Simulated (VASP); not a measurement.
# GaN (P6_3mc) in VASP: further runs, part 3 of 3

VASP 6.6.1. Earlier steps stand in the parts before.

## (5) Single point, r2SCAN

This run uses another cell than the first one, of 11.37 Å³/atom, 1.005 times its volume.

POSCAR reads:

```
GaN
1.0
    3.1830984305      0.0000000000      0.0000000000
   -1.5915492153      2.7566441036      0.0000000000
    0.0000000000      0.0000000000      5.1835962350
Ga N
2 2
Direct
    0.3333333333      0.6666666667      0.9991101043
    0.6666666667      0.3333333333      0.4991101043
    0.3333333333      0.6666666667      0.3758898957
    0.6666666667      0.3333333333      0.8758898957
```

INCAR.step1 reads:

```
ALGO     = Normal         # electronic algorithm
EDIFF    = 1E-4           # SCF threshold, eV
ENCUT    = 520            # plane-wave cutoff, eV
GGA      = PE             # functional
ISMEAR   = 0              # smearing method
LASPH    = T              # aspherical terms in the spheres
LCHARG   = F              # write CHGCAR
LREAL    = F              # projectors in reciprocal space
LWAVE    = T              # write WAVECAR
NBANDS   = 26             # bands
NELM     = 100            # most SCF steps
PREC     = Accurate       # precision mode
SIGMA    = 0.05           # smearing width, eV
```

INCAR.step2 reads:

```
ALGO     = Normal         # electronic algorithm
EDIFF    = 1E-7           # SCF threshold, eV
ENCUT    = 520            # plane-wave cutoff, eV
ISIF     = 2              # what is computed and relaxed
ISMEAR   = 0              # smearing method
ISTART   = 1            
LASPH    = T              # aspherical terms in the spheres
LCHARG   = F              # write CHGCAR
LMIXTAU  = T            
LREAL    = F              # projectors in reciprocal space
LWAVE    = F              # write WAVECAR
METAGGA  = R2SCAN         # meta-GGA
NBANDS   = 26             # bands
NELM     = 100            # most SCF steps
PREC     = Accurate       # precision mode
SIGMA    = 0.05           # smearing width, eV
```

KPOINTS reads:

```
k-points
0
Gamma
  12 12 6
```

Potentials or basis: VASP PAW PBE potentials, release 64 (Ga_d, N).

Launch:

```sh
cat potpaw_PBE.64/Ga_d/POTCAR potpaw_PBE.64/N/POTCAR > POTCAR
cp INCAR.step1 INCAR
mpirun -np 1 vasp_std > vasp.out
cp INCAR.step2 INCAR
mpirun -np 1 vasp_std > vasp.out
```

OUTCAR:

```text
EDIFF = 1E-7
   ENCUT = 520
   ISIF = 2
   ISMEAR = 0
   ISTART = 1
   LASPH = T
   LREAL = F
   METAGGA = R2SCAN
   NELM = 100
   PREC = Accurate

 ion  position               nearest neighbor table
   1  0.333  0.667  0.999-   4 1.95   4 1.95   4 1.95   3 1.95
   2  0.667  0.333  0.499-   3 1.95   3 1.95   3 1.95   4 1.95
   3  0.333  0.667  0.376-   2 1.95   2 1.95   2 1.95   1 1.95
   4  0.667  0.333  0.876-   1 1.95   1 1.95   1 1.95   2 1.95

  LATTYP: Found a hexagonal cell.
 ALAT       =     3.1830984305
 C/A-ratio  =     1.6284750058

  Lattice vectors:

 A1 = (   3.1830984305,   0.0000000000,   0.0000000000)
 A2 = (  -1.5915492153,   2.7566441036,   0.0000000000)
 A3 = (   0.0000000000,   0.0000000000,   5.1835962350)

Analysis of symmetry for initial positions (statically):
=====================================================================
 Subroutine PRICEL returns:
 Original cell was already a primitive cell.

 Routine SETGRP: Setting up the symmetry group for a
 hexagonal supercell.

 Subroutine GETGRP returns: Found 12 space group operations
 (whereof  6 operations were pure point group operations)
 out of a pool of 24 trial point group operations.

The static configuration has the point symmetry C_3v.
 The point group associated with its full space group is C_6v.

Analysis of symmetry for dynamics (positions and initial velocities):
=====================================================================
 Subroutine PRICEL returns:
 Original cell was already a primitive cell.

 Routine SETGRP: Setting up the symmetry group for a
 hexagonal supercell.

 Subroutine GETGRP returns: Found 12 space group operations
 (whereof  6 operations were pure point group operations)
 out of a pool of 24 trial point group operations.

The dynamic configuration has the point symmetry C_3v.
 The point group associated with its full space group is C_6v.
[... 120 lines left out ...]
   IALGO  =     38    algorithm
   IMIX   =      4    mixing-type and parameters
     AMIX     =   0.40;   BMIX     =  1.00
     AMIX_MAG =   1.60;   BMIX_MAG =  1.00
  volume/ion in A,a.u.               =      11.37        76.74
  Fermi-wavevector in a.u.,A,eV,Ry     =   1.514334  2.861676 31.200984  2.293208
  Thomas-Fermi vector in A             =   2.624005
   LORBIT       =      0    0 simple, 1 ext, 2 COOP (PROOUT), +10 PAW based schemes
   METAGGA = R2SCAN    functional components
   LHFCALC =     F    Hartree Fock is set to
   AEXX    =    0.0000 exact exchange contribution
   IVDW    =     0    specifies the selected vdW correction
   LEPSILON=     F    determine dielectric tensor
   LRPA    =     F    only Hartree local field effects (RPA)
 non-spin polarized calculation
 Gauss-broadening in eV      SIGMA  =   0.05
  energy-cutoff  :      520.00
  volume of cell :       45.48
 maximum number of plane-waves:      1248
 NGX is ok and might be reduce to    24
   NGX = 11   NGY = 11   NGZ = 19

 number of electron      35.9999993 magnetization

 Free energy of the ion-electron system (eV)
  ---------------------------------------------------
  ext. energy  EPLUGINS =         0.00000000
  ---------------------------------------------------
  free energy    TOTEN  =       -43.82088152 eV

  energy without entropy =      -43.82088152  energy(sigma->0) =      -43.82088152

 E-fermi :   5.3806     XC(G=0): -12.6638

 val. band max:        5.1016344193   @ k =   0.0000   0.0000   0.0000
 cond. band min:       7.4454255854   @ k =   0.0000   0.0000   0.0000
 fundamental gap:      2.3437911661
 Fermi energy:         5.3806469311

 k-point     1 :       0.0000    0.0000    0.0000
  band No.  band energies     occupation
      1     -11.7108      2.00000
      2     -10.7043      2.00000
      3      -8.7270      2.00000
      4      -8.7111      2.00000
      5      -8.7111      2.00000
      6      -8.6426      2.00000
[... 685 lines left out ...]
     25      17.2387      0.00000
     26      19.0314      0.00000

 [... further k-points ...]

------------------------ aborting loop because EDIFF is reached ----------------------------------------

  FORCE on cell =-STRESS in cart. coord.  units (eV):
  Direction    XX          YY          ZZ          XY          YZ          ZX
  --------------------------------------------------------------------------------------
  -------------------------------------------------------------------------------------
  Total        0.3223337      0.3223337      0.2860930     -0.0000000      0.0000000      0.0000000
  in kB       11.3541420     11.3541420     10.0775700     -0.0000000      0.0000000      0.0000000
  external PRESSURE =      10.9286180 kB  Pullay stress =       0.0000000 kB

 VOLUME and BASIS-vectors are now :
 -----------------------------------------------------------------------------
  energy-cutoff  :      520.00
  volume of cell :       45.48
      direct lattice vectors                 reciprocal lattice vectors
     3.183098430  0.000000000  0.000000000     0.314159308  0.181379961  0.000000000
    -1.591549215  2.756644104  0.000000000     0.000000000  0.362759922  0.000000000
     0.000000000  0.000000000  5.183596235     0.000000000  0.000000000  0.192916260

 POSITION                                       TOTAL-FORCE (eV/Angst)
 -----------------------------------------------------------------------------------
     -0.00000      1.83776      5.17898         0.000000     -0.000000      0.005325
      1.59155      0.91888      2.58719        -0.000000      0.000000      0.005325
     -0.00000      1.83776      1.94846        -0.000000      0.000000     -0.005325
      1.59155      0.91888      4.54026        -0.000000      0.000000     -0.005325
 -----------------------------------------------------------------------------------
    total drift:                                0.000002      0.000004      0.034480

  FREE ENERGIE OF THE ION-ELECTRON SYSTEM (eV)
  ---------------------------------------------------
  free  energy   TOTEN  =       -43.8208815198 eV

  energy  without entropy=      -43.8208815198  energy(sigma->0) =      -43.82088152
```

OUTCAR.step1:

```text
EDIFF = 1E-4
   ENCUT = 520
   GGA = PE
   ISMEAR = 0
[... 928 lines left out ...]
     -0.00000      1.83776      5.17898         0.000000     -0.000000      0.005373
      1.59155      0.91888      2.58719        -0.000000      0.000000      0.005373
     -0.00000      1.83776      1.94846        -0.000000      0.000000     -0.005373
      1.59155      0.91888      4.54026         0.000000     -0.000000     -0.005373
 -----------------------------------------------------------------------------------
    total drift:                               -0.000001     -0.000001     -0.000431

  FREE ENERGIE OF THE ION-ELECTRON SYSTEM (eV)
  ---------------------------------------------------
  free  energy   TOTEN  =       -24.2971986655 eV

  energy  without entropy=      -24.2971986655  energy(sigma->0) =      -24.29719867
```

OSZICAR.step1:

```text
N       E                     dE             d eps       ncg     rms          rms(c)
DAV:   1     0.282542733972E+03    0.28254E+03   -0.17652E+04  4344   0.259E+03
DAV:   2     0.827170738059E+01   -0.27427E+03   -0.25904E+03  4280   0.492E+02
DAV:   3    -0.271076476981E+02   -0.35379E+02   -0.34885E+02  4712   0.143E+02
DAV:   4    -0.283034001753E+02   -0.11958E+01   -0.11901E+01  4710   0.284E+01
DAV:   5    -0.283289667228E+02   -0.25567E-01   -0.25546E-01  4916   0.396E+00    0.110E+01
DAV:   6    -0.242172482449E+02    0.41117E+01   -0.10046E+01  6562   0.492E+01    0.307E+00
DAV:   7    -0.243152988613E+02   -0.98051E-01   -0.14221E+00  4162   0.902E+00    0.271E+00
DAV:   8    -0.243107309030E+02    0.45680E-02   -0.14440E-01  6456   0.510E+00    0.787E-01
DAV:   9    -0.242966751512E+02    0.14056E-01   -0.47251E-02  6424   0.369E+00    0.343E-01
DAV:  10    -0.242972430531E+02   -0.56790E-03   -0.41269E-03  4160   0.416E-01    0.694E-02
DAV:  11    -0.242971986655E+02    0.44388E-04   -0.41268E-04  4810   0.382E-01
   1 F= -.24297199E+02 E0= -.24297199E+02  d E =-.481369E-13
```

It took 5.9 min on 1 thread of Intel Xeon 8259CL, shared host; peak memory 0.22 GiB.

Results:

| Property | Result |
| --- | --- |
| Free energy | -43.8209 eV |
| Pressure | 1.1 GPa |
| Largest force | 0.005 eV/Å |
| Band gap on the k mesh | 2.34 eV, direct |

Forces in eV/Å, atoms in the order of the input:
```
Ga   0.000  0.000  0.005
Ga   0.000  0.000  0.005
N    0.000  0.000 -0.005
N    0.000  0.000 -0.005
```

Levels at points of the mesh, in eV from the valence-band top:
| k point | band 15 | band 16 | band 17 | band 18 | band 19 | band 20 | band 21 | band 22 |
| --- | --- | --- | --- | --- | --- | --- | --- | --- |
| (0.00, 0.00, 0.00) | -1.07 | -0.04 | 0.00 | 0.00 | 2.34 | 4.81 | 9.96 | 10.59 |
| (0.50, 0.00, 0.00) | -4.30 | -2.84 | -2.24 | -1.03 | 5.58 | 6.12 | 6.55 | 9.35 |
| (0.00, 0.00, 0.50) | -0.55 | -0.55 | -0.55 | -0.55 | 4.77 | 4.77 | 9.18 | 9.18 |
| (0.50, 0.00, 0.50) | -2.01 | -2.01 | -1.95 | -1.95 | 4.89 | 4.89 | 8.42 | 8.42 |

Caveat: the PAW data sets were made with another functional, which shifts forces and pressure a little.

## (6) Single point, r2SCAN (volume scaled by 0.94, then relaxed in part)

POSCAR reads:

```
GaN
1.0
    3.1180264544      0.0000000000      0.0000000000
   -1.5590132272      2.7002901192      0.0000000000
    0.0000000000      0.0000000000      5.0780802780
Ga N
2 2
Direct
    0.3333333333      0.6666666667     -0.0008552168
    0.6666666667      0.3333333333      0.4991447832
    0.3333333333      0.6666666667      0.3758552168
    0.6666666667      0.3333333333      0.8758552168
```

INCAR.step1 reads:

```
SYSTEM = GaN
  ALGO = Normal
  EDIFF = 1E-4
  ENCUT = 520
  GGA = PE
  ISMEAR = 0
  LASPH = .TRUE.
  LCHARG = .FALSE.
  LREAL = .FALSE.
  LWAVE = .TRUE.
  NBANDS = 26
  NELM = 80
  PREC = Accurate
  SIGMA = 0.02
```

INCAR.step2 reads:

```
SYSTEM = GaN
  ALGO = Normal
  EDIFF = 1E-7
  ENCUT = 520
  ISIF = 2
  ISMEAR = 0
  ISTART = 1
  LASPH = .TRUE.
  LCHARG = .TRUE.
  LELF = .TRUE.
  LMIXTAU = .TRUE.
  LREAL = .FALSE.
  LVHAR = .TRUE.
  LWAVE = .FALSE.
  METAGGA = R2SCAN
  NBANDS = 26
  NELM = 80
  PREC = Accurate
  SIGMA = 0.02
```

KPOINTS reads:

```
k-points
0
G
  12 12 6
  0 0 0
```

Potentials or basis: VASP PAW PBE potentials, release 64 (Ga_d, N).

Launch:

```sh
cat potpaw_PBE.64/Ga_d/POTCAR potpaw_PBE.64/N/POTCAR > POTCAR
cp INCAR.step1 INCAR
mpirun -np 1 vasp_std > vasp.out
cp INCAR.step2 INCAR
mpirun -np 1 vasp_std > vasp.out
```

It took 1.9 min on 1 thread of Intel Xeon 6975P-C (Granite Rapids), shared host; peak memory 0.21 GiB.

It converged, with:

| Quantity | Value |
| --- | --- |
| Free energy | -43.6858 eV |
| Pressure | 15.2 GPa |
| Largest force | 0.012 eV/Å |
| Band gap on the k mesh | 2.77 eV, direct |

Forces in eV/Å, atoms in the order of the input:
```
Ga   0.000  0.000  0.012
Ga   0.000  0.000  0.012
N    0.000  0.000 -0.012
N    0.000  0.000 -0.012
```

Stress tensor (GPa, compression positive):
```
15.31  0.00  0.00
 0.00 15.31  0.00
 0.00  0.00 15.09
```

Levels at points of the mesh, in eV from the valence-band top:
| k point | band 14 | band 15 | band 16 | band 17 | band 18 | band 19 | band 20 | band 21 | band 22 | band 23 |
| --- | --- | --- | --- | --- | --- | --- | --- | --- | --- | --- |
| (0.00, 0.00, 0.00) | -1.15 | -1.15 | -0.05 | 0.00 | 0.00 | 2.77 | 5.24 | 10.34 | 10.96 | 10.96 |
| (0.50, 0.00, 0.00) | -5.63 | -4.59 | -3.07 | -2.43 | -1.12 | 5.77 | 6.44 | 6.80 | 9.90 | 11.39 |
| (0.00, 0.00, 0.50) | -4.05 | -0.59 | -0.59 | -0.59 | -0.59 | 5.19 | 5.19 | 9.53 | 9.53 | 11.48 |
| (0.50, 0.00, 0.50) | -7.08 | -2.17 | -2.17 | -2.09 | -2.09 | 5.09 | 5.09 | 8.82 | 8.82 | 11.19 |

Caveat: the cell differs from its parent crystal (volume scaled by 0.94, then relaxed in part); the PAW data sets were made with another functional, which shifts forces and pressure a little.

## (7) Summary

```tsv
task	cell	k mesh	cutoff (eV)	smearing	gap on the mesh (eV)	pressure (GPa)	largest force (eV/Å)
single point	a = 3.180, b = 3.180, c = 5.166 Å, angles 90.0, 90.0, 120.0°, 4 atoms	6 × 6 × 4	520	gaussian 0.1 eV	2.38	2.2	0.14
single point	a = 3.183, b = 3.183, c = 10.367 Å, angles 90.0, 90.0, 60.0°, 8 atoms	10 × 10 × 3	520	gaussian 0.05 eV	2.34	1.1	0.01
relaxation of shape and atoms at fixed volume	relaxed from a = 3.084, b = 3.084, c = 5.023 Å, angles 90.0, 90.0, 120.0°, 4 atoms	12 × 12 × 6	600	gaussian 0.02 eV	3.00	24.2	-
single point	a = 3.183, b = 3.183, c = 5.184 Å, angles 90.0, 90.0, 120.0°, 4 atoms	12 × 12 × 6	520	gaussian 0.05 eV	2.34	1.1	0.01
single point	a = 3.118, b = 3.118, c = 5.078 Å, angles 90.0, 90.0, 120.0°, 4 atoms	12 × 12 × 6	520	gaussian 0.02 eV	2.77	15.2	0.01
```

Alike in all rows: level r2SCAN; potentials or basis VASP PAW PBE potentials, release 64 (Ga_d, N); no spin polarisation.

Caveats: the PAW data sets were made with another functional, which shifts forces and pressure a little.

Absolute energies hang on the potentials; compare differences alone.

## (8) How close it comes

Step 2. A measured gap of GaN is 3.503 eV (direct; quoted in “Studying electronic properties in GaN without electrical contacts using γ-γ vs e−-γ Perturbed Angular Correlations”, 2019, pmc:6823545); the calculated 2.38 eV misses it by -1.13 eV. Spin-orbit coupling on Ga is left out. The value is that of r2SCAN, without temperature or zero-point motion.

Step 5. Measured gap of GaN: 3.503 eV (direct; quoted in “Studying electronic properties in GaN without electrical contacts using γ-γ vs e−-γ Perturbed Angular Correlations”, 2019, pmc:6823545). This calculation gives 2.34 eV (-1.16 eV). Spin-orbit coupling on Ga is left out. The value is that of r2SCAN, without temperature or zero-point motion.
